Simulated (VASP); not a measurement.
# PbS (Cmcm) in VASP: notebook

Runs on PbS. Level: r2SCAN. Tasks: single point.

All numbers are computed with VASP 6.6.1; they aren't measurements. Logs are shortened: lines on timing, memory, paths and dates and some standing lists are left out, and cuts for length are marked.

## Step 1: The cell of the first run

Symmetry: Cmcm, No. 63, orthorhombic system. Conventional cell: a = 3.941 Å, b = 11.351 Å, c = 4.054 Å, α = 90.00°, β = 90.00°, γ = 90.00°. Within 3.4 Å of Pb (site symmetry m2m) lie 5 S at 2.55 to 2.83 Å. Within 3.4 Å of S (site symmetry m2m) lie 5 Pb at 2.55 to 2.83 Å.

## Step 2: Single point, r2SCAN

The input, POSCAR:

```
PbS
1.0
    3.9405462456      0.0000000000      0.0000000000
    0.0000000000      0.0000000000     -4.0536648032
   -1.9702731228      5.6753652198      0.0000000000
Pb S
2 2
Direct
    0.1305633500      0.2500000000      0.2611267000
    0.8694366500      0.7500000000      0.7388733000
    0.3547970900      0.2500000000      0.7095941800
    0.6452029100      0.7500000000      0.2904058200
```

The input, INCAR.step1:

```
PREC = Accurate
ENCUT = 550
ISMEAR = 0
SIGMA = 0.05
LREAL = False
LASPH = True
NELM = 120
NBANDS = 28
GGA = PE
ALGO = Normal
EDIFF = 1E-5
LWAVE = True
LCHARG = False
GGA_COMPAT = False
```

The input, INCAR.step2:

```
PREC = Accurate
ENCUT = 550
EDIFF = 1E-6
ISMEAR = 0
SIGMA = 0.05
LREAL = False
LASPH = True
NELM = 120
ALGO = Normal
ISIF = 2
LWAVE = False
LCHARG = False
METAGGA = R2SCAN
LMIXTAU = True
NBANDS = 28
ISTART = 1
GGA_COMPAT = False
```

The input, KPOINTS:

```
regular mesh
0
Gamma
  8 8 8
```

Potentials or basis: VASP PAW PBE potentials, release 64 (Pb_d, S).

Launch:

```sh
$ cat potpaw_PBE.64/Pb_d/POTCAR potpaw_PBE.64/S/POTCAR > POTCAR
$ cp INCAR.step1 INCAR
$ mpirun -np 1 vasp_std > vasp.out
$ cp INCAR.step2 INCAR
$ mpirun -np 1 vasp_std > vasp.out
```

OUTCAR:

```text
PREC = Accurate
   ENCUT = 550
   EDIFF = 1E-6
   ISMEAR = 0
   LREAL = False
   LASPH = True
   NELM = 120
   ISIF = 2
   METAGGA = R2SCAN
   ISTART = 1

 ion  position               nearest neighbor table
   1  0.131  0.250  0.261-   3 2.55   4 2.83   4 2.83   4 2.83   4 2.83   2 3.59   2 3.59   2 3.92
                             2 3.92   2 3.92   2 3.92
   2  0.869  0.750  0.739-   4 2.55   3 2.83   3 2.83   3 2.83   3 2.83   1 3.59   1 3.59   1 3.92
                             1 3.92   1 3.92   1 3.92
   3  0.355  0.250  0.710-   1 2.55   2 2.83   2 2.83   2 2.83   2 2.83
   4  0.645  0.750  0.290-   2 2.55   1 2.83   1 2.83   1 2.83   1 2.83

  LATTYP: Found a base centered orthorhombic cell.
 ALAT       =     3.9405462456
 B/A-ratio  =     2.8804966957
 C/A-ratio  =     1.0287063139

  Lattice vectors:

 A1 = (  -1.9702731228,  -5.6753652198,   0.0000000000)
 A2 = (  -1.9702731228,   5.6753652198,   0.0000000000)
 A3 = (   0.0000000000,   0.0000000000,  -4.0536648032)

Analysis of symmetry for initial positions (statically):
=====================================================================
 Subroutine PRICEL returns:
 Original cell was already a primitive cell.

 Routine SETGRP: Setting up the symmetry group for a
 base centered orthorhombic supercell.

 Subroutine GETGRP returns: Found  8 space group operations
 (whereof  4 operations were pure point group operations)
 out of a pool of  8 trial point group operations.

The static configuration has the point symmetry C_2h.
 The point group associated with its full space group is D_2h.

Analysis of symmetry for dynamics (positions and initial velocities):
=====================================================================
 Subroutine PRICEL returns:
 Original cell was already a primitive cell.

 Routine SETGRP: Setting up the symmetry group for a
 base centered orthorhombic supercell.

 Subroutine GETGRP returns: Found  8 space group operations
 (whereof  4 operations were pure point group operations)
 out of a pool of  8 trial point group operations.

The dynamic configuration has the point symmetry C_2h.
 The point group associated with its full space group is D_2h.

 Subroutine INISYM returns: Found  8 space group operations
 (whereof  4 operations are pure point group operations),
 and found     1 'primitive' translations

----------------------------------------------------------------------------------------

                                     Primitive cell

  volume of cell :      90.6563

  direct lattice vectors                    reciprocal lattice vectors
     3.940546246  0.000000000  0.000000000     0.253771923  0.088100057  0.000000000
     0.000000000  0.000000000 -4.053664803     0.000000000  0.000000000 -0.246690353
    -1.970273123  5.675365220  0.000000000     0.000000000  0.176200114  0.000000000

  length of vectors
     3.940546246  4.053664803  6.007640681     0.268629502  0.246690353  0.176200114

  position of ions in fractional coordinates (direct lattice)
     0.130563350  0.250000000  0.261126700
     0.869436650  0.750000000  0.738873300
     0.354797090  0.250000000  0.709594180
     0.645202910  0.750000000  0.290405820

  ion indices of the primitive-cell ions
   primitive index   ion index
                 1           1
                 2           2
                 3           3
                 4           4

----------------------------------------------------------------------------------------

 KPOINTS: regular mesh

Automatic generation of k-mesh.
 Grid dimensions read from file:
 generate k-points for:    8    8    8

 Generating k-lattice:

  Cartesian coordinates                     Fractional coordinates (reciprocal lattice)
     0.031721490  0.011012507  0.000000000     0.125000000  0.000000000  0.000000000
     0.000000000  0.000000000 -0.030836294     0.000000000  0.125000000  0.000000000
     0.000000000  0.022025014  0.000000000     0.000000000  0.000000000  0.125000000

  Length of vectors
     0.033578688  0.030836294  0.022025014

  Shift w.r.t. Gamma in fractional coordinates (k-lattice)
     0.000000000  0.000000000  0.000000000

 Subroutine IBZKPT returns following result:
 ===========================================

 Found    105 irreducible k-points:

 Following reciprocal coordinates:
            Coordinates               Weight
  0.000000  0.000000  0.000000      1.000000
  0.125000  0.000000 -0.000000      4.000000
  0.250000  0.000000 -0.000000      4.000000
  0.375000  0.000000 -0.000000      4.000000
  0.500000  0.000000 -0.000000      2.000000
  0.000000  0.125000  0.000000      2.000000
[... 16 lines left out ...]
  0.250000  0.500000 -0.000000      4.000000
  0.375000  0.500000 -0.000000      4.000000
 [... further k-points ...]
   k-points           NKPTS =    105   k-points in BZ     NKDIM =    105   number of bands    NBANDS=     28
   number of dos      NEDOS =    301   number of ions     NIONS =      4
   total plane-waves  NPLWV =  46080
   dimension x,y,z NGX =    30 NGY =   32 NGZ =   48
   dimension x,y,z NGXF=    60 NGYF=   64 NGZF=   96
   ions per type =               2   2
   NGX,Y,Z   is equivalent  to a cutoff of  12.66, 13.12, 13.28 a.u.
   NGXF,Y,Z  is equivalent  to a cutoff of  25.31, 26.25, 26.57 a.u.
 SYSTEM =  unknown system
   PREC   = accura    normal or accurate (medium, high low for compatibility)
   ISTART =      1    job   : 0-new  1-cont  2-samecut
   ICHARG =      0    charge: 1-file 2-atom 10-const
   ISPIN  =      1    spin polarized calculation?
   LNONCOLLINEAR =      F non collinear calculations
   LSORBIT =      F    spin-orbit coupling
   LASPH  =      T    aspherical Exc in radial PAW
   ENCUT  =  550.0 eV  40.42 Ry    6.36 a.u.   7.54  7.75 11.49*2*pi/ulx,y,z
   NELM   =    120;   NELMIN=  2; NELMDL=  0     # of ELM steps
   EDIFF  = 0.1E-05   stopping-criterion for ELM
   LREAL  =      F    real-space projection
   EDIFFG = 0.1E-04   stopping-criterion for IOM
   NSW    =      0    number of steps for IOM
   IBRION =     -1    ionic relax: 0-MD 1-quasi-New 2-CG
   NFREE  =      0    steps in history (QN), initial steepest desc. (CG)
   ISIF   =      2    stress and relaxation
   ISYM   =      2    0-nonsym 1-usesym 2-fastsym
   POTIM  = 0.5000    time-step for ionic-motion
   TEBEG  =    0.0;   TEEND  =   0.0 temperature during run
   PSTRESS=    0.0 pullay stress
   NELECT =      40.0000    total number of electrons
   NUPDOWN=      -1.0000    fix difference up-down
   EMIN   =  10.00;   EMAX   =-10.00  energy-range for DOS
   EFERMI =   0.00;   METHOD = LEGACY
   ISMEAR =     0;   SIGMA  =   0.05  broadening in eV -4-tet -1-fermi 0-gaus
   EFERMI_NEDOS =   21; number of points for ismear=-14 and -15
   IALGO  =     38    algorithm
   IMIX   =      4    mixing-type and parameters
     AMIX     =   0.40;   BMIX     =  1.00
     AMIX_MAG =   1.60;   BMIX_MAG =  1.00
  volume/ion in A,a.u.               =      22.66       152.94
  Fermi-wavevector in a.u.,A,eV,Ry     =   1.246318  2.355199 21.134040  1.553308
  Thomas-Fermi vector in A             =   2.380501
   LORBIT       =      0    0 simple, 1 ext, 2 COOP (PROOUT), +10 PAW based schemes
   METAGGA = R2SCAN    functional components
   LHFCALC =     F    Hartree Fock is set to
   AEXX    =    0.0000 exact exchange contribution
   IVDW    =     0    specifies the selected vdW correction
   LEPSILON=     F    determine dielectric tensor
   LRPA    =     F    only Hartree local field effects (RPA)
 non-spin polarized calculation
 Gauss-broadening in eV      SIGMA  =   0.05
  energy-cutoff  :      550.00
  volume of cell :       90.66
 maximum number of plane-waves:      2680
   NGX = 15   NGY = 15   NGZ = 23

 number of electron      40.0000000 magnetization

 Free energy of the ion-electron system (eV)
  ---------------------------------------------------
  ext. energy  EPLUGINS =         0.00000000
  ---------------------------------------------------
  free energy    TOTEN  =      -130.57037662 eV

  energy without entropy =     -130.57037662  energy(sigma->0) =     -130.57037662

 E-fermi :   7.2462     XC(G=0): -10.9742

 val. band max:        6.9971007114   @ k =   0.0000   0.3750   0.5000
 cond. band min:       8.0010804408   @ k =   0.0000   0.0000   0.5000
 fundamental gap:      1.0039797294
 Fermi energy:         7.2461701850

 k-point     1 :       0.0000    0.0000    0.0000
  band No.  band energies     occupation
      1     -10.5532      2.00000
      2     -10.2678      2.00000
      3     -10.2393      2.00000
      4     -10.2354      2.00000
      5     -10.1870      2.00000
      6     -10.1807      2.00000
[... 20 lines left out ...]
     27      14.0032      0.00000
     28      14.3368      0.00000

 k-point     2 :       0.1250    0.0000   -0.0000
  band No.  band energies     occupation
      1     -10.5300      2.00000
      2     -10.2626      2.00000
      3     -10.2346      2.00000
      4     -10.2262      2.00000
      5     -10.1914      2.00000
      6     -10.1884      2.00000
[... 20 lines left out ...]
     27      13.9334      0.00000
     28      14.4968      0.00000

 k-point     3 :       0.2500    0.0000   -0.0000
  band No.  band energies     occupation
      1     -10.4704      2.00000
      2     -10.2602      2.00000
      3     -10.2386      2.00000
      4     -10.2173      2.00000
      5     -10.2007      2.00000
      6     -10.1866      2.00000
[... 20 lines left out ...]
     27      14.3105      0.00000
     28      15.0004      0.00000

 k-point     4 :       0.3750    0.0000   -0.0000
  band No.  band energies     occupation
      1     -10.3968      2.00000
      2     -10.2825      2.00000
      3     -10.2509      2.00000
      4     -10.2435      2.00000
      5     -10.1940      2.00000
      6     -10.1814      2.00000
[... 20 lines left out ...]
     27      15.3095      0.00000
     28      15.7161      0.00000

 k-point     5 :       0.5000    0.0000   -0.0000
  band No.  band energies     occupation
      1     -10.3351      2.00000
      2     -10.3252      2.00000
      3     -10.2573      2.00000
      4     -10.2546      2.00000
      5     -10.1973      2.00000
      6     -10.1789      2.00000
[... 20 lines left out ...]
     27      15.3176      0.00000
     28      16.2990      0.00000

 k-point     6 :       0.0000    0.1250    0.0000
  band No.  band energies     occupation
      1     -10.5308      2.00000
      2     -10.2702      2.00000
      3     -10.2444      2.00000
      4     -10.2197      2.00000
      5     -10.1932      2.00000
      6     -10.1844      2.00000
[... 463 lines left out ...]
      5     -10.1930      2.00000
      6     -10.1930      2.00000
[... 20 lines left out ...]
     27      17.4322      0.00000
     28      17.4322      0.00000

 k-point    22 :       0.1250    0.5000   -0.0000
  band No.  band energies     occupation
      1     -10.3721      2.00000
      2     -10.3721      2.00000
      3     -10.2464      2.00000
      4     -10.2464      2.00000
      5     -10.1878      2.00000
      6     -10.1878      2.00000
[... 20 lines left out ...]
     27      17.1928      0.00000
     28      17.1928      0.00000

 k-point    23 :       0.2500    0.5000   -0.0000
  band No.  band energies     occupation
      1     -10.4434      2.00000
      2     -10.4434      2.00000
      3     -10.2372      2.00000
      4     -10.2372      2.00000
      5     -10.1782      2.00000
      6     -10.1782      2.00000
[... 20 lines left out ...]
     27      15.9608      0.00000
     28      15.9608      0.00000

 k-point    24 :       0.3750    0.5000   -0.0000
  band No.  band energies     occupation
      1     -10.5094      2.00000
      2     -10.5094      2.00000
      3     -10.2388      2.00000
      4     -10.2388      2.00000
      5     -10.1656      2.00000
      6     -10.1656      2.00000
[... 20 lines left out ...]
     27      15.4003      0.00000
     28      15.4003      0.00000

 [... further k-points ...]

------------------------ aborting loop because EDIFF is reached ----------------------------------------

  FORCE on cell =-STRESS in cart. coord.  units (eV):
  Direction    XX          YY          ZZ          XY          YZ          ZX
  --------------------------------------------------------------------------------------
  -------------------------------------------------------------------------------------
  Total        7.5018469      7.0428349      7.4035595      0.0000000     -0.0000000      0.0000000
  in kB      132.5808211    124.4686600    130.8437774      0.0000000     -0.0000000      0.0000000
  external PRESSURE =     129.2977528 kB  Pullay stress =       0.0000000 kB

 VOLUME and BASIS-vectors are now :
 -----------------------------------------------------------------------------
  energy-cutoff  :      550.00
  volume of cell :       90.66
      direct lattice vectors                 reciprocal lattice vectors
     3.940546246  0.000000000  0.000000000     0.253771923  0.088100057  0.000000000
     0.000000000  0.000000000 -4.053664803     0.000000000  0.000000000 -0.246690353
    -1.970273123  5.675365220  0.000000000     0.000000000  0.176200114  0.000000000

 POSITION                                       TOTAL-FORCE (eV/Angst)
 -----------------------------------------------------------------------------------
      0.00000      1.48199     -1.01342        -0.000000     -1.236348      0.000000
      1.97027      4.19338     -3.04025         0.000000      1.236348      0.000000
     -0.00000      4.02721     -1.01342        -0.000000      0.743594     -0.000000
      1.97027      1.64816     -3.04025         0.000000     -0.743594     -0.000000
 -----------------------------------------------------------------------------------
    total drift:                               -0.000000      0.000000     -0.000000

  FREE ENERGIE OF THE ION-ELECTRON SYSTEM (eV)
  ---------------------------------------------------
  free  energy   TOTEN  =      -130.5703766195 eV

  energy  without entropy=     -130.5703766195  energy(sigma->0) =     -130.57037662
```

Run time: 17 min. Hardware: 1 thread of Intel Xeon Platinum 8259CL at 2.50GHz (Skylake/Cascade Lake), shared host; peak memory 0.38 GiB.

What came out:

```
Free energy            : -130.5704 eV
Pressure               : 12.9 GPa
Largest force          : 1.236 eV/Å
Band gap on the k mesh : 1.00 eV (least direct gap 1.51 eV)
```

Forces in eV/Å, atoms in the order of the input:
```
Pb   0.000 -1.236  0.000
Pb   0.000  1.236  0.000
S    0.000  0.744  0.000
S    0.000 -0.744  0.000
```

Levels at points of the mesh, in eV from the valence-band top:
```tsv
k point	band 16	band 17	band 18	band 19	band 20	band 21	band 22	band 23	band 24	band 25
(0.00, 0.00, 0.00)	-4.23	-3.55	-2.64	-2.43	-0.97	4.45	5.29	5.42	6.53	6.56
(0.50, 0.00, 0.00)	-2.99	-2.20	-1.99	-0.69	-0.38	1.81	1.97	2.14	3.20	3.54
(0.00, 0.50, 0.00)	-3.90	-1.91	-1.91	-0.20	-0.20	1.85	1.85	2.73	2.73	5.76
(0.50, 0.50, 0.00)	-5.82	-4.42	-4.42	-2.20	-2.20	3.60	3.60	5.98	5.98	6.98
(0.00, 0.00, 0.50)	-3.84	-2.90	-2.54	-2.23	-0.89	1.00	4.49	4.95	5.44	6.41
(0.00, 0.50, 0.50)	-2.04	-1.99	-1.99	-0.72	-0.72	2.26	2.26	3.31	3.31	3.49
```

Caveat: the cell stands under pressure; the PAW data sets were made with another functional, which shifts forces and pressure a little; spin-orbit coupling is left out, which moves the levels of the heavy elements. A k mesh can miss the band edges.

## Step 3: Single point, r2SCAN

This run uses another cell than the first one, of 26.66 Å³/atom.

The input, POSCAR:

```
PbS
1.0
    4.1599053900      0.0000000000      0.0000000000
    0.0000000000      0.0000000000     -4.2793209400
   -2.0799526950      5.9912968650      0.0000000000
Pb S
2 2
Direct
    0.1305633500      0.2500000000      0.2611267000
    0.8694366500      0.7500000000      0.7388733000
    0.3547970900      0.2500000000      0.7095941800
    0.6452029100      0.7500000000      0.2904058200
```

The input, INCAR.step1:

```
PREC = Accurate ; ENCUT = 550
ISMEAR = 0 ; SIGMA = 0.05
LREAL = False ; LASPH = True
NELM = 120 ; NBANDS = 28
GGA = PE ; ALGO = Normal
EDIFF = 1E-5 ; LWAVE = True
LCHARG = False ; GGA_COMPAT = False
```

The input, INCAR.step2:

```
PREC = Accurate ; ENCUT = 550
EDIFF = 1E-6 ; ISMEAR = 0
SIGMA = 0.05 ; LREAL = False
LASPH = True ; NELM = 120
ALGO = Normal ; ISIF = 2
LWAVE = False ; LCHARG = False
METAGGA = R2SCAN ; LMIXTAU = True
NBANDS = 28 ; ISTART = 1
GGA_COMPAT = False
```

KPOINTS is that of step 2.

Potentials or basis: VASP PAW PBE potentials, release 64 (Pb_d, S).

Launch:

```sh
$ cat potpaw_PBE.64/Pb_d/POTCAR potpaw_PBE.64/S/POTCAR > POTCAR
$ cp INCAR.step1 INCAR
$ mpirun -np 1 vasp_std > vasp.out
$ cp INCAR.step2 INCAR
$ mpirun -np 1 vasp_std > vasp.out
```

Run time: 14 min. Hardware: 1 thread of Intel Xeon Platinum 8259CL at 2.50GHz (Skylake/Cascade Lake), shared host; peak memory 0.44 GiB.

Results (log left out):

- Free energy: -131.1333 eV
- Pressure: 0.0 GPa
- Largest force: 0.028 eV/Å
- Band gap on the k mesh: 1.38 eV (least direct gap 1.55 eV)

Forces in eV/Å, atoms in the order of the input:
```
Pb   0.000  0.005  0.000
Pb   0.000 -0.005  0.000
S    0.000 -0.028  0.000
S    0.000  0.028  0.000
```

Stress tensor (GPa, compression positive):
```
 0.04  0.00  0.00
 0.00 -0.12  0.00
 0.00  0.00 -0.02
```

Levels at points of the mesh, in eV from the valence-band top:
```
           k point  band 17  band 18  band 19  band 20  band 21  band 22  band 23  band 24
(0.00, 0.00, 0.00)    -2.53    -1.78    -1.61    -0.59     5.02     5.06     5.21     5.96
(0.50, 0.00, 0.00)    -1.48    -1.30    -0.41    -0.40     2.07     2.12     2.47     3.25
(0.00, 0.50, 0.00)    -1.25    -1.25    -0.16    -0.16     2.11     2.11     3.04     3.04
(0.50, 0.50, 0.00)    -3.24    -3.24    -1.57    -1.57     3.71     3.71     5.63     5.63
(0.00, 0.00, 0.50)    -2.08    -2.00    -1.45    -0.55     1.38     4.78     5.17     5.32
(0.00, 0.50, 0.50)    -1.34    -1.34    -0.47    -0.47     1.97     1.97     3.46     3.46
```

Caveat: the PAW data sets were made with another functional, which shifts forces and pressure a little; spin-orbit coupling is left out, which moves the levels of the heavy elements. A k mesh can miss the band edges.
